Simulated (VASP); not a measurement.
Input of a VASP 6.6.1 run:

Contents of INCAR:

```
PREC = Accurate
ENCUT = 520
EDIFF = 1E-6
ISMEAR = 0
SIGMA = 0.15
LREAL = F
LASPH = T
NELM = 60
ALGO = Normal
ISIF = 2
LWAVE = F
LCHARG = F
GGA = PE
IVDW = 12
NBANDS = 11
```

The input KPOINTS:

```
regular mesh
0
Gamma
  21 21 12
```

File POSCAR:

```
C
1.0
    2.5262765552      0.0000000000      0.0000000000
   -1.2631382776      2.1878196737      0.0000000000
    0.0000000000      0.0000000000      3.6612690175
C
2
Direct
    0.3473884222      0.6947768445      0.0000000000
    0.6526115778      0.3052231555      0.0000000000
```

Potentials or basis: VASP PAW PBE potentials, release 64 (C).

Command:

```console
$ cat potpaw_PBE.64/C/POTCAR > POTCAR
$ mpirun -np 1 vasp_std > vasp.out
```

(1) Predict the dispersion energy per atom.

(2) Estimate the band gap on the k mesh.

(3) What does it give for the pressure?

Answers

(1) -0.138 eV.

(2) zero (bands 4 and 5 overlap by 0.77 eV).

(3) -11.2 GPa.

Caveat: the cell differs from its parent crystal (atoms displaced along a vibrational mode, the cell strained); the cell stands under tension; forces of over 1 eV/Å act on the atoms, so gaps and moduli don't describe the material at rest.
